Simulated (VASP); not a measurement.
Input of a VASP 6.6.1 run:

INCAR

```
SYSTEM = TiHg
  PREC = Accurate
  ENCUT = 520
  EDIFF = 1E-7
  ISMEAR = 0
  SIGMA = 0.01
  LREAL = .FALSE.
  LASPH = .TRUE.
  NELM = 80
  ALGO = Normal
  ISIF = 2
  LWAVE = .FALSE.
  LCHARG = .FALSE.
  GGA = CA
  NBANDS = 19
```

KPOINTS

```
regular mesh
0
G
  11 11 9
  0 0 0
```

The input POSCAR:

```
TiHg
1.0
    3.0290600000      0.0000000000      0.0000000000
    0.0000000000      3.0290600000      0.0000000000
    0.0000000000      0.0000000000      3.9876540503
Ti Hg
1 1
Direct
    0.5000000000      0.5000000000      0.5000000000
    0.0000000000      0.0000000000      0.0000000000
```

Potentials or basis: VASP PAW LDA potentials, release 64 (Ti_sv, Hg).

The run is started by

```sh
$ cat potpaw_LDA.64/Ti_sv/POTCAR potpaw_LDA.64/Hg/POTCAR > POTCAR
$ mpirun -np 1 vasp_std > vasp.out
```

(1) Estimate the pressure.

(2) Estimate the band gap on the k mesh.

Results:

(1) -5.9 GPa.

(2) zero (bands 12 and 13 overlap by 1.01 eV).

Caveat: the cell stands under tension; spin-orbit coupling is left out, which moves the levels of the heavy elements.
